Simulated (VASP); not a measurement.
A run of VASP 6.6.1 is set up as follows.

INCAR

```
ALGO     = Fast           # electronic algorithm
EDIFF    = 1E-6           # SCF threshold, eV
ENCUT    = 520            # plane-wave cutoff, eV
GGA      = PE             # functional
ISIF     = 2              # what is computed and relaxed
ISMEAR   = 0              # smearing method
LASPH    = T              # aspherical terms in the spheres
LCHARG   = F              # write CHGCAR
LREAL    = F              # projectors in reciprocal space
LWAVE    = F              # write WAVECAR
NBANDS   = 8              # bands
NELM     = 100            # most SCF steps
PREC     = Accurate       # precision mode
SIGMA    = 0.15           # smearing width, eV
```

KPOINTS

```
k-points
0
Gamma
  20 20 20
```

POSCAR

```
Al
1.0
    0.0000000000      1.9430208000      2.0239800000
    1.9430208000      0.0000000000      2.0239800000
    1.9430208000      1.9430208000      0.0000000000
Al
1
Direct
    0.0000000000      0.0000000000      0.0000000000
```

Potentials or basis: VASP PAW PBE potentials, release 64 (Al).

The run is started by

```bash
$ cat potpaw_PBE.64/Al/POTCAR > POTCAR
$ mpirun -np 1 vasp_std > vasp.out
```

Estimate the band gap on the k mesh.

zero (an odd number of electrons rules out a gap without spin polarisation).

What does it give for the pressure?

7.1 GPa.

Stress tensor (GPa, compression positive):
```
8.15 0.00 0.00
0.00 8.15 0.00
0.00 0.00 5.03
```

Caveat: the cell differs from its parent crystal (strain -0.040 along x and y, +0.000 along z); the cell stands under pressure.
